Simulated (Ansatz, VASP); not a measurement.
C: VASP beside Ansatz

Contents of INCAR:

```
SYSTEM = C
PREC = Accurate ; ENCUT = 600
EDIFF = 1E-6 ; ISMEAR = 0
SIGMA = 0.02 ; LREAL = .False.
LASPH = .True. ; NELM = 120
ALGO = Normal ; ISIF = 2
LWAVE = .False. ; LCHARG = .True.
GGA = PS ; LELF = .True.
LVHAR = .True. ; NBANDS = 11
GGA_COMPAT = .False.
```

Contents of KPOINTS:

```
regular mesh
0
Gamma
  12 12 12
  0 0 0
```

The input POSCAR:

```
C
1.0
    0.0000000000      1.7769057852      1.7769057852
    1.7769057852      0.0000000000      1.7769057852
    1.7769057852      1.7769057852      0.0000000000
C
2
Direct
    0.7500000000      0.7500000000      0.7500000000
    0.5000000000      0.5000000000      0.5000000000
```

Input for Ansatz:

```yaml
crystal:
  lattice:
    - [0.0, 1.7769057852, 1.7769057852]
    - [1.7769057852, 0.0, 1.7769057852]
    - [1.7769057852, 1.7769057852, 0.0]
  atoms:
    - { symbol: C, position: [0.75, 0.75, 0.75] }
    - { symbol: C, position: [0.5, 0.5, 0.5] }
basis:
  ecutwfc: 420
kpoints:
  mp_grid: { grid: [12, 12, 12] }
  band_path:
    path:
      - [[0.0, 0.0, 0.0], [0.5, 0.0, 0.5], [0.625, 0.25, 0.625]]
      - [[0.375, 0.375, 0.75], [0.0, 0.0, 0.0], [0.5, 0.5, 0.5], [0.5, 0.25, 0.75], [0.5, 0.0, 0.5]]
    npoints: 10
hamiltonian:
  xc: pbesol
scf:
  occupations: { method: gaussian, width: 0.02 }
  n_extra_bands: 7
output:
  forces: true
  stress: true
  eigenvalues: true
```

Alike in both runs: task single point; functional PBEsol; k mesh 12 × 12 × 12; occupations gaussian, width 0.02 eV; no spin polarisation.

|  | VASP | Ansatz |
| --- | --- | --- |
| version | VASP 6.6.1 | Ansatz 0.2.0 |
| potentials or method | VASP PAW PBE potentials, release 64 (C), cutoff 600 eV | scalar-relativistic, plane waves, PAW |
| valence electrons in the cell | 8 | 8 |

|  | VASP | Ansatz | Ansatz less VASP |
| --- | --- | --- | --- |
| gap on the k mesh at the Fermi level (eV) | 4.06 | 4.07 | +0.005 |
| least direct gap on the mesh (eV) | 5.57 | 5.57 | +0.001 |
| pressure (GPa) | 0.4 | 0.0 | -0.44 |

VASP's potentials were made for PBE, not for PBEsol.
